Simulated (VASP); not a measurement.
# Cu (P6/mmm) in VASP: a series of runs, part 2 of 2

VASP 6.6.1.

### 3 Relaxation of cell and atoms, PBE

This run uses another cell than the first one, of 12.20 Å³/atom.

Contents of INCAR:

```
SYSTEM = Cu
PREC = Accurate ; ENCUT = 600
EDIFF = 1E-7 ; ISMEAR = 0
SIGMA = 0.1 ; LREAL = .FALSE.
LASPH = .TRUE. ; NELM = 120
ALGO = Normal ; ISIF = 3
LWAVE = .FALSE. ; LCHARG = .FALSE.
GGA = PE ; IBRION = 2
NSW = 100 ; EDIFFG = -0.01
GGA_COMPAT = .FALSE. ; NELMIN = 4
```

Contents of KPOINTS:

```
Automatic mesh
0
G
  12 12 18
  0 0 0
```

Contents of POSCAR:

```
Cu
1.0
    4.1551290652      0.0000000000      0.0000000000
   -2.0775645326      3.5984473264      0.0000000000
    0.0000000000      0.0000000000      2.4480106099
Cu
3
Direct
    0.0000000000      0.0000000000      0.0000000000
    0.3333333333      0.6666666667      0.5000000000
    0.6666666667      0.3333333333      0.5000000000
```

Potentials or basis: VASP PAW PBE potentials, release 64 (Cu).

Launch:

```
$ cat potpaw_PBE.64/Cu/POTCAR > POTCAR
$ mpirun -np 1 vasp_std > vasp.out
```

OUTCAR:

```text
SYSTEM = Cu
   PREC = Accurate
   ENCUT = 600
   EDIFF = 1E-7
   ISMEAR = 0
   LREAL = .FALSE.
   LASPH = .TRUE.
   NELM = 120
   ISIF = 3
   GGA = PE
   IBRION = 2
   NSW = 100
   EDIFFG = -0.01
   NELMIN = 4

 ion  position               nearest neighbor table
   1  0.000  0.000  0.000-   2 2.69   3 2.69   2 2.69   3 2.69   2 2.69   2 2.69   3 2.69   3 2.69
                             3 2.69   3 2.69   2 2.69   2 2.69
   2  0.333  0.667  0.500-   3 2.40   3 2.40   3 2.40   1 2.69   1 2.69   1 2.69   1 2.69   1 2.69
                             1 2.69
   3  0.667  0.333  0.500-   2 2.40   2 2.40   2 2.40   1 2.69   1 2.69   1 2.69   1 2.69   1 2.69
                             1 2.69

  LATTYP: Found a hexagonal cell.
 ALAT       =     4.1551290652
 C/A-ratio  =     0.5891539279

  Lattice vectors:

 A1 = (   4.1551290652,   0.0000000000,   0.0000000000)
 A2 = (  -2.0775645326,   3.5984473264,   0.0000000000)
 A3 = (   0.0000000000,   0.0000000000,   2.4480106099)

Analysis of symmetry for initial positions (statically):
=====================================================================
 Subroutine PRICEL returns:
 Original cell was already a primitive cell.

 Routine SETGRP: Setting up the symmetry group for a
 hexagonal supercell.

 Subroutine GETGRP returns: Found 24 space group operations
 (whereof 24 operations were pure point group operations)
 out of a pool of 24 trial point group operations.

The static configuration has the point symmetry D_6h.

Analysis of symmetry for dynamics (positions and initial velocities):
=====================================================================
 Subroutine PRICEL returns:
 Original cell was already a primitive cell.

 Routine SETGRP: Setting up the symmetry group for a
 hexagonal supercell.

 Subroutine GETGRP returns: Found 24 space group operations
 (whereof 24 operations were pure point group operations)
 out of a pool of 24 trial point group operations.

The dynamic configuration has the point symmetry D_6h.

 Subroutine INISYM returns: Found 24 space group operations
 (whereof 24 operations are pure point group operations),
 and found     1 'primitive' translations

----------------------------------------------------------------------------------------

                                     Primitive cell

  volume of cell :      36.6027

  direct lattice vectors                    reciprocal lattice vectors
     4.155129065  0.000000000  0.000000000     0.240666411  0.138948817  0.000000000
    -2.077564533  3.598447326  0.000000000     0.000000000  0.277897635  0.000000000
     0.000000000  0.000000000  2.448010610     0.000000000  0.000000000  0.408494962

  length of vectors
     4.155129065  4.155129065  2.448010610     0.277897635  0.277897635  0.408494962

  position of ions in fractional coordinates (direct lattice)
     0.000000000  0.000000000  0.000000000
     0.333333333  0.666666667  0.500000000
     0.666666667  0.333333333  0.500000000

  ion indices of the primitive-cell ions
   primitive index   ion index
                 1           1
[... 34 lines left out ...]
  0.250000  0.000000  0.000000      6.000000
  0.333333  0.000000  0.000000      6.000000
  0.416667  0.000000  0.000000      6.000000
[... 16 lines left out ...]
  0.250000  0.000000  0.055556     12.000000
  0.333333  0.000000  0.055556     12.000000
 [... further k-points ...]
   k-points           NKPTS =    190   k-points in BZ     NKDIM =    190   number of bands    NBANDS=     20
   number of dos      NEDOS =    301   number of ions     NIONS =      3
   total plane-waves  NPLWV =  25920
   dimension x,y,z NGX =    36 NGY =   36 NGZ =   20
   dimension x,y,z NGXF=    72 NGYF=   72 NGZF=   40
   ions per type =               3
   NGX,Y,Z   is equivalent  to a cutoff of  14.40, 14.40, 13.58 a.u.
   NGXF,Y,Z  is equivalent  to a cutoff of  28.81, 28.81, 27.16 a.u.
 SYSTEM =  Cu
   PREC   = accura    normal or accurate (medium, high low for compatibility)
   ISTART =      0    job   : 0-new  1-cont  2-samecut
   ICHARG =      2    charge: 1-file 2-atom 10-const
   ISPIN  =      1    spin polarized calculation?
   LNONCOLLINEAR =      F non collinear calculations
   LSORBIT =      F    spin-orbit coupling
   LASPH  =      T    aspherical Exc in radial PAW
   ENCUT  =  600.0 eV  44.10 Ry    6.64 a.u.   8.30  8.30  4.89*2*pi/ulx,y,z
   NELM   =    120;   NELMIN=  4; NELMDL= -5     # of ELM steps
   EDIFF  = 0.1E-06   stopping-criterion for ELM
   LREAL  =      F    real-space projection
   EDIFFG = -.1E-01   stopping-criterion for IOM
   NSW    =    100    number of steps for IOM
   IBRION =      2    ionic relax: 0-MD 1-quasi-New 2-CG
   NFREE  =      1    steps in history (QN), initial steepest desc. (CG)
   ISIF   =      3    stress and relaxation
   ISYM   =      2    0-nonsym 1-usesym 2-fastsym
   POTIM  = 0.5000    time-step for ionic-motion
   TEBEG  =    0.0;   TEEND  =   0.0 temperature during run
   PSTRESS=    0.0 pullay stress
   NELECT =      33.0000    total number of electrons
   NUPDOWN=      -1.0000    fix difference up-down
   EMIN   =  10.00;   EMAX   =-10.00  energy-range for DOS
   EFERMI =   0.00;   METHOD = LEGACY
   ISMEAR =     0;   SIGMA  =   0.10  broadening in eV -4-tet -1-fermi 0-gaus
   EFERMI_NEDOS =   21; number of points for ismear=-14 and -15
   IALGO  =     38    algorithm
   IMIX   =      4    mixing-type and parameters
     AMIX     =   0.40;   BMIX     =  1.00
     AMIX_MAG =   1.60;   BMIX_MAG =  1.00
  volume/ion in A,a.u.               =      12.20        82.34
  Fermi-wavevector in a.u.,A,eV,Ry     =   1.581522  2.988643 34.031040  2.501211
  Thomas-Fermi vector in A             =   2.681584
   LORBIT       =      0    0 simple, 1 ext, 2 COOP (PROOUT), +10 PAW based schemes
   GGA     = PE    functional components
   LHFCALC =     F    Hartree Fock is set to
   AEXX    =    0.0000 exact exchange contribution
   IVDW    =     0    specifies the selected vdW correction
   LEPSILON=     F    determine dielectric tensor
   LRPA    =     F    only Hartree local field effects (RPA)
 conjugate gradient relaxation of ions
 non-spin polarized calculation
 Gauss-broadening in eV      SIGMA  =   0.10
  energy-cutoff  :      600.00
  volume of cell :       36.60
 maximum number of plane-waves:      1251
 NGX is ok and might be reduce to    36
   NGX = 17   NGY = 17   NGZ =  9

--------------------------------------- Ionic step        1  -------------------------------------------

 number of electron      33.0000003 magnetization

 Free energy of the ion-electron system (eV)
  ---------------------------------------------------
  ext. energy  EPLUGINS =         0.00000000
  ---------------------------------------------------
  free energy    TOTEN  =       -10.95161355 eV

  energy without entropy =      -10.94651866  energy(sigma->0) =      -10.94906611

------------------------ aborting loop because EDIFF is reached ----------------------------------------

  FORCE on cell =-STRESS in cart. coord.  units (eV):
  Direction    XX          YY          ZZ          XY          YZ          ZX
  --------------------------------------------------------------------------------------
  -------------------------------------------------------------------------------------
  Total       -0.2216251     -0.2216251      0.6738648      0.0000000     -0.0000000      0.0000000
  in kB       -9.7010032     -9.7010032     29.4964947      0.0000000     -0.0000000      0.0000000
  external PRESSURE =       3.3648294 kB  Pullay stress =       0.0000000 kB
[... 172 lines left out ...]
--------------------------------------- Ionic step        6  -------------------------------------------

 number of electron      33.0000025 magnetization

 Free energy of the ion-electron system (eV)
  ---------------------------------------------------
  ext. energy  EPLUGINS =         0.00000000
  ---------------------------------------------------
  free energy    TOTEN  =       -10.95658269 eV

  energy without entropy =      -10.95113695  energy(sigma->0) =      -10.95385982

 E-fermi :   7.1775     XC(G=0): -12.5184

 val. band max:        7.1773319531   @ k =   0.3333   0.0833   0.2778
 cond. band min:       7.1889510677   @ k =   0.4167   0.0833   0.1111
 fundamental gap:      0.0116191146
 Fermi energy:         7.1775249982

 k-point     1 :       0.0000    0.0000    0.0000
  band No.  band energies     occupation
      1      -1.9189      2.00000
      2       2.7801      2.00000
      3       3.6522      2.00000
      4       3.6522      2.00000
      5       3.6835      2.00000
      6       3.7081      2.00000
[... 541 lines left out ...]
     19      11.3187      0.00000
     20      17.2455      0.00000

 [... further k-points ...]

------------------------ aborting loop because EDIFF is reached ----------------------------------------

  FORCE on cell =-STRESS in cart. coord.  units (eV):
  Direction    XX          YY          ZZ          XY          YZ          ZX
  --------------------------------------------------------------------------------------
  -------------------------------------------------------------------------------------
  Total        0.0033929      0.0033929     -0.0093628      0.0000000      0.0000000      0.0000000
  in kB        0.1481956      0.1481956     -0.4089549      0.0000000      0.0000000      0.0000000
  external PRESSURE =      -0.0375212 kB  Pullay stress =       0.0000000 kB
[... 18 lines left out ...]
  FREE ENERGIE OF THE ION-ELECTRON SYSTEM (eV)
  ---------------------------------------------------
  free  energy   TOTEN  =       -10.9565826945 eV

  energy  without entropy=      -10.9511369496  energy(sigma->0) =      -10.95385982

 reached required accuracy - stopping structural energy minimisation
```

OSZICAR:

```text
N       E                     dE             d eps       ncg     rms          rms(c)
DAV:   1     0.238730796177E+03    0.23873E+03   -0.16775E+04  7836   0.321E+03
[... 58 lines left out ...]
DAV:   2    -0.109569596772E+02    0.68278E-03   -0.93506E-03  7984   0.235E+00    0.112E-01
DAV:   3    -0.109566114768E+02    0.34820E-03   -0.16149E-03  8044   0.104E+00    0.393E-02
DAV:   4    -0.109565950437E+02    0.16433E-04   -0.66164E-05  8952   0.499E-01    0.276E-02
DAV:   5    -0.109565821200E+02    0.12924E-04   -0.16613E-05 11492   0.274E-01    0.391E-03
DAV:   6    -0.109565822722E+02   -0.15224E-06   -0.38782E-06 12720   0.512E-02    0.102E-03
DAV:   7    -0.109565826065E+02   -0.33430E-06   -0.77663E-08  5012   0.173E-02    0.474E-04
DAV:   8    -0.109565826945E+02   -0.87922E-07   -0.71273E-08  4056   0.955E-03
   6 F= -.10956583E+02 E0= -.10953860E+02  d E =-.675461E-04
```

CONTCAR:

```text
Cu
   1.00000000000000
     4.1346641493315355    0.0000000000000000    0.0000000000000000
    -2.0673320746657677    3.5807241893725763   -0.0000000000000000
     0.0000000000000000   -0.0000000000000000    2.4776014230451260
  Cu
     3
Direct
     0.0000000000000000    0.0000000000000000    0.0000000000000000
     0.3333333332999970    0.6666666667000030    0.5000000000000000
     0.6666666667000030    0.3333333332999970    0.5000000000000000

  0.00000000E+00  0.00000000E+00  0.00000000E+00
  0.00000000E+00  0.00000000E+00  0.00000000E+00
  0.00000000E+00  0.00000000E+00  0.00000000E+00
```

It took 11 min on 1 thread of Intel Xeon 8259CL, shared host; peak memory 0.28 GiB.

What came out:

| Property | Result |
| --- | --- |
| Free energy | -10.9566 eV |
| Relaxed volume | 12.23 Å³/atom |
| Relaxed cell | a = 4.135 Å, b = 4.135 Å, c = 2.478 Å, α = 90.00°, β = 90.00°, γ = 120.00° |
| Space group after relaxing (to 0.1 Å) | P6/mmm (No. 191) |
| Energy gained by relaxing | 1.7 meV/atom |
| Ionic steps | 6 |
| Pressure after relaxing | 0.0 GPa |
| Band gap on the k mesh | zero (an odd number of electrons rules out a gap without spin polarisation) |

The path:
| step | energy change (eV) | largest force (eV/Å) | pressure (GPa) | volume (Å³) |
| --- | --- | --- | --- | --- |
| 1 | 0.0000 | 0.0000 | 0.34 | 36.60 |
| 2 | -0.0048 | 0.0000 | -0.25 | 36.74 |
| 3 | -0.0049 | 0.0000 | -0.24 | 36.75 |
| 4 | -0.0049 | 0.0000 | -0.30 | 36.76 |
| 5 | -0.0049 | 0.0000 | 0.17 | 36.64 |
| 6 | -0.0050 | 0.0000 | 0.00 | 36.68 |

Final structure:
```
Cu
1.0
     4.13466    0.00000    0.00000
    -2.06733    3.58072    0.00000
     0.00000    0.00000    2.47760
Cu
3
Direct
  0.00000 0.00000 0.00000
  0.33333 0.66667 0.50000
  0.66667 0.33333 0.50000
```
